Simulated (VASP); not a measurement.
Here is a VASP 6.6.1 calculation.

The input INCAR:

```
SYSTEM = BaO
PREC     = Accurate       ! precision mode
ENCUT    = 600            ! plane-wave cutoff, eV
EDIFF    = 1E-6           ! SCF threshold, eV
ISMEAR   = 0              ! smearing method
SIGMA    = 0.01           ! smearing width, eV
LREAL    = .False.        ! projectors in reciprocal space
LASPH    = .True.         ! aspherical terms in the spheres
NELM     = 120            ! most SCF steps
ALGO     = Normal         ! electronic algorithm
ISIF     = 2              ! what is computed and relaxed
LWAVE    = .False.        ! write WAVECAR
LCHARG   = .False.        ! write CHGCAR
GGA      = PS             ! functional
NBANDS   = 15             ! bands
GGA_COMPAT= .False.
```

KPOINTS

```
Automatic mesh
0
Gamma
  10 10 10
  0 0 0
```

The input POSCAR:

```
BaO
1.0
    0.0000000000      2.7719426840      2.7719426840
    2.7719426840      0.0000000000      2.7719426840
    2.7719426840      2.7719426840      0.0000000000
Ba O
1 1
Direct
    0.0000000000      0.0000000000      0.0000000000
    0.5000000000      0.5000000000      0.5000000000
```

Potentials or basis: VASP PAW PBE potentials, release 64 (Ba_sv, O).

The run is started by

```sh
$ cat potpaw_PBE.64/Ba_sv/POTCAR potpaw_PBE.64/O/POTCAR > POTCAR
$ mpirun -np 1 vasp_std > vasp.out
```

(1) Predict the band gap on the k mesh.

(2) What does it give for the pressure?

## Answers

(1) 1.88 eV, direct.

(2) -0.5 GPa.

Caveat: the PAW data sets were made with another functional, which shifts forces and pressure a little; spin-orbit coupling is left out, which moves the levels of the heavy elements.
